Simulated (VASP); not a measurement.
# Dy3TaF2 (P-6m2) in VASP: further runs

Runs on Dy3TaF2. Level: PBE. Tasks: single point.

Everything below comes from runs of VASP 6.6.1. Logs are shortened: lines on timing, memory, paths and dates and some standing lists are left out, and cuts for length are marked.

**1. The cell of the first run**

Symmetry: P-6m2, No. 187, hexagonal system. The conventional cell has a = 4.078 Å, b = 4.078 Å, c = 8.022 Å, α = 90.00°, β = 90.00°, γ = 120.00°. Dy (site symmetry -6m2) has 3 Dy at 2.35 Å and 6 F at 3.13 Å within 3.2 Å. Within 3.1 Å of Dy (site symmetry -6m2) lie 3 Ta at 2.35 Å and 6 F at 3.06 Å. Within 3.2 Å of Dy (site symmetry -6m2) lie 3 Dy at 2.35 Å and 6 F at 3.13 Å. Ta (site symmetry -6m2) has 3 Dy at 2.35 Å and 6 F at 3.06 Å within 3.1 Å. Within 4.2 Å of F (site symmetry 3m) lie 9 Dy at 3.06 to 3.13 Å and 3 Ta at 3.06 Å and 8 F at 3.90 to 4.13 Å.

The cell was built from a structure type or drawn by symmetry, and may not be a known phase.

**2. Single point, PBE**

Input file INCAR:

```
PREC = Accurate
ENCUT = 600
EDIFF = 1E-6
ISMEAR = 0
SIGMA = 0.1
LREAL = F
LASPH = T
NELM = 200
ALGO = Normal
ISIF = 2
LWAVE = F
LCHARG = F
GGA = PE
NBANDS = 35
GGA_COMPAT = F
LMAXMIX = 6
```

Input file KPOINTS:

```
regular mesh
0
Gamma
  6 6 2
```

Input file POSCAR:

```
Dy3TaF2
1.0
    4.0782135600      0.0000000000      0.0000000000
   -2.0391067800      3.5318365500      0.0000000000
    0.0000000000      0.0000000000      8.0220149500
Dy Ta F
3 1 2
Direct
    0.6666666700      0.3333333300      0.5000000000
    0.0000000000      0.0000000000      0.0000000000
    0.0000000000      0.0000000000      0.5000000000
    0.6666666700      0.3333333300      0.0000000000
    0.3333333300      0.6666666700      0.2428220100
    0.3333333300      0.6666666700      0.7571779900
```

Potentials or basis: VASP PAW PBE potentials, release 64 (Dy_3, Ta_pv, F), 4f in core.

Run with:

```console
$ cat potpaw_PBE.64/Dy_3/POTCAR potpaw_PBE.64/Ta_pv/POTCAR potpaw_PBE.64/F/POTCAR > POTCAR
$ mpirun -np 1 vasp_std > vasp.out
```

OUTCAR:

```text
PREC = Accurate
   ENCUT = 600
   EDIFF = 1E-6
   ISMEAR = 0
   LREAL = F
   LASPH = T
   NELM = 200
   ISIF = 2
   GGA = PE

 ion  position               nearest neighbor table
   1  0.667  0.333  0.500-   3 2.35   3 2.35   3 2.35
   2  0.000  0.000  0.000-   4 2.35   4 2.35   4 2.35
   3  0.000  0.000  0.500-   1 2.35   1 2.35   1 2.35
   4  0.667  0.333  0.000-   2 2.35   2 2.35   2 2.35
   5  0.333  0.667  0.243-
   6  0.333  0.667  0.757-

  LATTYP: Found a hexagonal cell.
 ALAT       =     4.0782135600
 C/A-ratio  =     1.9670414097

  Lattice vectors:

 A1 = (   4.0782135600,   0.0000000000,   0.0000000000)
 A2 = (  -2.0391067800,   3.5318365500,   0.0000000000)
 A3 = (   0.0000000000,   0.0000000000,   8.0220149500)

Analysis of symmetry for initial positions (statically):
=====================================================================
 Subroutine PRICEL returns:
 Original cell was already a primitive cell.

 Routine SETGRP: Setting up the symmetry group for a
 hexagonal supercell.

 Subroutine GETGRP returns: Found 12 space group operations
 (whereof 12 operations were pure point group operations)
 out of a pool of 24 trial point group operations.

The static configuration has the point symmetry D_3h.

Analysis of symmetry for dynamics (positions and initial velocities):
=====================================================================
 Subroutine PRICEL returns:
 Original cell was already a primitive cell.

 Routine SETGRP: Setting up the symmetry group for a
 hexagonal supercell.

 Subroutine GETGRP returns: Found 12 space group operations
 (whereof 12 operations were pure point group operations)
 out of a pool of 24 trial point group operations.

The dynamic configuration has the point symmetry D_3h.

 Subroutine INISYM returns: Found 12 space group operations
 (whereof 12 operations are pure point group operations),
 and found     1 'primitive' translations

----------------------------------------------------------------------------------------

                                     Primitive cell

  volume of cell :     115.5458

  direct lattice vectors                    reciprocal lattice vectors
     4.078213560  0.000000000  0.000000000     0.245205403  0.141569405  0.000000000
    -2.039106780  3.531836550  0.000000000     0.000000000  0.283138811  0.000000000
     0.000000000  0.000000000  8.022014950     0.000000000  0.000000000  0.124656960

  length of vectors
     4.078213560  4.078213564  8.022014950     0.283138811  0.283138811  0.124656960

  position of ions in fractional coordinates (direct lattice)
     0.666666670  0.333333330  0.500000000
     0.000000000  0.000000000  0.000000000
     0.000000000  0.000000000  0.500000000
     0.666666670  0.333333330  0.000000000
     0.333333330  0.666666670  0.242822010
     0.333333330  0.666666670  0.757177990

  ion indices of the primitive-cell ions
   primitive index   ion index
                 1           1
                 2           2
                 3           3
                 4           4
                 5           5
                 6           6

----------------------------------------------------------------------------------------

 KPOINTS: regular mesh

Automatic generation of k-mesh.
 Grid dimensions read from file:
 generate k-points for:    6    6    2

 Generating k-lattice:

  Cartesian coordinates                     Fractional coordinates (reciprocal lattice)
     0.040867567  0.023594901  0.000000000     0.166666667 -0.000000000  0.000000000
     0.000000000  0.047189802  0.000000000     0.000000000  0.166666667  0.000000000
     0.000000000  0.000000000  0.062328480     0.000000000  0.000000000  0.500000000

  Length of vectors
     0.047189802  0.047189802  0.062328480

  Shift w.r.t. Gamma in fractional coordinates (k-lattice)
     0.000000000  0.000000000  0.000000000

 Subroutine IBZKPT returns following result:
 ===========================================

 Found     14 irreducible k-points:

 Following reciprocal coordinates:
            Coordinates               Weight
  0.000000  0.000000  0.000000      1.000000
  0.166667  0.000000  0.000000      6.000000
  0.333333  0.000000  0.000000      6.000000
  0.500000  0.000000  0.000000      3.000000
  0.166667  0.166667  0.000000      6.000000
  0.333333  0.166667  0.000000     12.000000
  0.333333  0.333333  0.000000      2.000000
  0.000000  0.000000  0.500000      1.000000
  0.166667  0.000000  0.500000      6.000000
  0.333333  0.000000  0.500000      6.000000
  0.500000  0.000000  0.500000      3.000000
  0.166667  0.166667  0.500000      6.000000
  0.333333  0.166667  0.500000     12.000000
  0.333333  0.333333  0.500000      2.000000
   k-points           NKPTS =     14   k-points in BZ     NKDIM =     14   number of bands    NBANDS=     35
   number of dos      NEDOS =    301   number of ions     NIONS =      6
   total plane-waves  NPLWV =  82944
   dimension x,y,z NGX =    36 NGY =   36 NGZ =   64
   dimension x,y,z NGXF=    72 NGYF=   72 NGZF=  128
   ions per type =               3   1   2
   NGX,Y,Z   is equivalent  to a cutoff of  14.68, 14.68, 13.26 a.u.
   NGXF,Y,Z  is equivalent  to a cutoff of  29.35, 29.35, 26.53 a.u.
 SYSTEM =  unknown system
   PREC   = accura    normal or accurate (medium, high low for compatibility)
   ISTART =      0    job   : 0-new  1-cont  2-samecut
   ICHARG =      2    charge: 1-file 2-atom 10-const
   ISPIN  =      1    spin polarized calculation?
   LNONCOLLINEAR =      F non collinear calculations
   LSORBIT =      F    spin-orbit coupling
   LASPH  =      T    aspherical Exc in radial PAW
   ENCUT  =  600.0 eV  44.10 Ry    6.64 a.u.   8.15  8.15 16.02*2*pi/ulx,y,z
   NELM   =    200;   NELMIN=  2; NELMDL= -5     # of ELM steps
   EDIFF  = 0.1E-05   stopping-criterion for ELM
   LREAL  =      F    real-space projection
   EDIFFG = 0.1E-04   stopping-criterion for IOM
   NSW    =      0    number of steps for IOM
   IBRION =     -1    ionic relax: 0-MD 1-quasi-New 2-CG
   NFREE  =      0    steps in history (QN), initial steepest desc. (CG)
   ISIF   =      2    stress and relaxation
   ISYM   =      2    0-nonsym 1-usesym 2-fastsym
   POTIM  = 0.5000    time-step for ionic-motion
   TEBEG  =    0.0;   TEEND  =   0.0 temperature during run
   PSTRESS=    0.0 pullay stress
   NELECT =      52.0000    total number of electrons
   NUPDOWN=      -1.0000    fix difference up-down
   EMIN   =  10.00;   EMAX   =-10.00  energy-range for DOS
   EFERMI =   0.00;   METHOD = LEGACY
   ISMEAR =     0;   SIGMA  =   0.10  broadening in eV -4-tet -1-fermi 0-gaus
   EFERMI_NEDOS =   21; number of points for ismear=-14 and -15
   IALGO  =     38    algorithm
   IMIX   =      4    mixing-type and parameters
     AMIX     =   0.40;   BMIX     =  1.00
     AMIX_MAG =   1.60;   BMIX_MAG =  1.00
  volume/ion in A,a.u.               =      19.26       129.96
  Fermi-wavevector in a.u.,A,eV,Ry     =   1.254560  2.370774 21.414476  1.573920
  Thomas-Fermi vector in A             =   2.388359
   LORBIT       =      0    0 simple, 1 ext, 2 COOP (PROOUT), +10 PAW based schemes
   GGA     = PE    functional components
   LHFCALC =     F    Hartree Fock is set to
   AEXX    =    0.0000 exact exchange contribution
   IVDW    =     0    specifies the selected vdW correction
   LEPSILON=     F    determine dielectric tensor
   LRPA    =     F    only Hartree local field effects (RPA)
 non-spin polarized calculation
 Gauss-broadening in eV      SIGMA  =   0.10
  energy-cutoff  :      600.00
  volume of cell :      115.55
 maximum number of plane-waves:      3874
 NGX is ok and might be reduce to    36
   NGX = 17   NGY = 17   NGZ = 33

 number of electron      51.9999996 magnetization

 Free energy of the ion-electron system (eV)
  ---------------------------------------------------
  ext. energy  EPLUGINS =         0.00000000
  ---------------------------------------------------
  free energy    TOTEN  =       -18.69847931 eV

  energy without entropy =      -18.66552577  energy(sigma->0) =      -18.68200254

 E-fermi :   3.7449     XC(G=0): -10.5625

 val. band max:        3.7301781556   @ k =   0.5000   0.0000   0.0000
 cond. band min:       3.7449564684   @ k =   0.0000   0.0000   0.5000
 fundamental gap:      0.0147783128
 Fermi energy:         3.7449026335

 k-point     1 :       0.0000    0.0000    0.0000
  band No.  band energies     occupation
      1     -30.7824      2.00000
      2     -30.7824      2.00000
      3     -30.3297      2.00000
      4     -22.6306      2.00000
      5     -22.6306      2.00000
      6     -20.5783      2.00000
[... 27 lines left out ...]
     34       7.5131      0.00000
     35       7.5131      0.00000

 k-point     2 :       0.1667    0.0000    0.0000
  band No.  band energies     occupation
      1     -30.7993      2.00000
      2     -30.7338      2.00000
      3     -30.3253      2.00000
      4     -22.7414      2.00000
      5     -22.4185      2.00000
      6     -20.4687      2.00000
[... 27 lines left out ...]
     34       7.4632      0.00000
     35       8.2997      0.00000

 k-point     3 :       0.3333    0.0000    0.0000
  band No.  band energies     occupation
      1     -30.8328      2.00000
      2     -30.6357      2.00000
      3     -30.3164      2.00000
      4     -22.9406      2.00000
      5     -21.9398      2.00000
      6     -20.1754      2.00000
[... 27 lines left out ...]
     34       7.0024      0.00000
     35       8.3793      0.00000
[... 343 lines left out ...]
 k-point    13 :       0.3333    0.1667    0.5000
  band No.  band energies     occupation
      1     -30.8702      2.00000
      2     -30.5641      2.00000
      3     -30.3120      2.00000
      4     -23.1458      2.00000
      5     -21.3486      2.00000
      6     -19.9328      2.00000
[... 27 lines left out ...]
     34       6.4252      0.00000
     35       7.4528      0.00000

 k-point    14 :       0.3333    0.3333    0.5000
  band No.  band energies     occupation
      1     -30.8970      2.00000
      2     -30.5189      2.00000
      3     -30.3098      2.00000
      4     -23.2795      2.00000
      5     -20.3463      2.00000
      6     -20.2911      2.00000
[... 27 lines left out ...]
     34       6.2508      0.00000
     35       6.9791      0.00000

------------------------ aborting loop because EDIFF is reached ----------------------------------------

  FORCE on cell =-STRESS in cart. coord.  units (eV):
  Direction    XX          YY          ZZ          XY          YZ          ZX
  --------------------------------------------------------------------------------------
  -------------------------------------------------------------------------------------
  Total       25.7440329     25.7440330     -5.1228829      0.0000000      0.0000000      0.0000000
  in kB      356.9711647    356.9711657    -71.0347711      0.0000000      0.0000000      0.0000000
  external PRESSURE =     214.3025198 kB  Pullay stress =       0.0000000 kB

 VOLUME and BASIS-vectors are now :
 -----------------------------------------------------------------------------
  energy-cutoff  :      600.00
  volume of cell :      115.55
      direct lattice vectors                 reciprocal lattice vectors
     4.078213560  0.000000000  0.000000000     0.245205403  0.141569405  0.000000000
    -2.039106780  3.531836550  0.000000000     0.000000000  0.283138811  0.000000000
     0.000000000  0.000000000  8.022014950     0.000000000  0.000000000  0.124656960

 POSITION                                       TOTAL-FORCE (eV/Angst)
 -----------------------------------------------------------------------------------
      2.03911      1.17728      4.01101         0.000000      0.000000     -0.000000
      0.00000      0.00000      0.00000        -0.000000      0.000000     -0.000000
      0.00000      0.00000      4.01101        -0.000000      0.000000     -0.000000
      2.03911      1.17728      0.00000        -0.000000      0.000000     -0.000000
     -0.00000      2.35456      1.94792        -0.000000      0.000000      0.326853
     -0.00000      2.35456      6.07409         0.000000     -0.000000     -0.326853
 -----------------------------------------------------------------------------------
    total drift:                                0.000071     -0.000041     -0.000000

  FREE ENERGIE OF THE ION-ELECTRON SYSTEM (eV)
  ---------------------------------------------------
  free  energy   TOTEN  =       -18.6984793144 eV

  energy  without entropy=      -18.6655257738  energy(sigma->0) =      -18.68200254
```

Run time: 45 s. Hardware: 1 thread of Intel Xeon 6975P-C (Granite Rapids), shared host; peak memory 0.29 GiB.

What came out:

* Free energy: -18.6985 eV
* Pressure: 21.4 GPa
* Largest force: 0.327 eV/Å
* Band gap on the k mesh: zero (bands 26 and 27 overlap by 0.93 eV)

Forces in eV/Å, atoms in the order of the input:
```
Dy   0.000  0.000  0.000
Dy   0.000  0.000  0.000
Dy   0.000  0.000  0.000
Ta   0.000  0.000  0.000
F    0.000  0.000  0.327
F    0.000  0.000 -0.327
```

Levels at points of the mesh, in eV from the Fermi level:
```
           k point  band 23  band 24  band 25  band 26  band 27  band 28  band 29  band 30
(0.00, 0.00, 0.00)    -0.96    -0.63    -0.63     0.30     0.30     1.35     1.62     1.62
(0.50, 0.00, 0.00)    -0.79    -0.68    -0.66    -0.46    -0.45    -0.01     0.81     1.03
(0.00, 0.00, 0.50)    -1.10    -0.97    -0.40    -0.40     0.00     0.00     1.64     1.64
(0.50, 0.00, 0.50)    -0.87    -0.77    -0.37    -0.35    -0.20    -0.12     0.77     0.98
```

Caveat: the k points lie up to 0.39 Å⁻¹ apart, too coarse for converged energies and pressures of a metal; spin-orbit coupling is left out, which moves the levels of the heavy elements; the 4f electrons are frozen in the core, so they carry no moment and show no levels; the run has no spin polarisation, though such a crystal can be magnetic.

(Part 1 of 2 ends here.)
